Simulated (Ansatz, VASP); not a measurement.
Y: VASP beside Ansatz

```
Y
1.0
     3.59760    0.00000    0.00000
    -1.79880    3.11562    0.00000
     0.00000    0.00000   26.16976
Y
5
Cartesian
  1.7988 1.0385 7.5431
  0.0000 2.0771 10.2644
  1.7988 1.0385 13.0849
  0.0000 2.0771 15.9053
  1.7988 1.0385 18.6267
```

Alike in both runs: functional PBEsol; k mesh 12 × 12 × 1; occupations gaussian, width 0.1 eV; no spin polarisation.

Ansatz relaxed the structure, and its values are those at the end. VASP's run is a single point on that final structure, the one shown.

|  | VASP | Ansatz |
| --- | --- | --- |
| version | VASP 6.6.1 | Ansatz 0.2.0 |
| potentials or method | VASP PAW PBE potentials, release 64 (Y_sv), cutoff 520 eV | scalar-relativistic, plane waves, PAW |
| valence electrons in the cell | 55 | 55 |

```tsv
	VASP	Ansatz	Ansatz less VASP
gap on the k mesh at the Fermi level (eV)	none	none	-
rms of the force components (eV/Å)	0.003	0.000	-0.0027
```

VASP's potentials were made for PBE, not for PBEsol. A gap of «none» marks a metal or a gap that the smearing closes. Ansatz's warnings: vacuum density over bound.
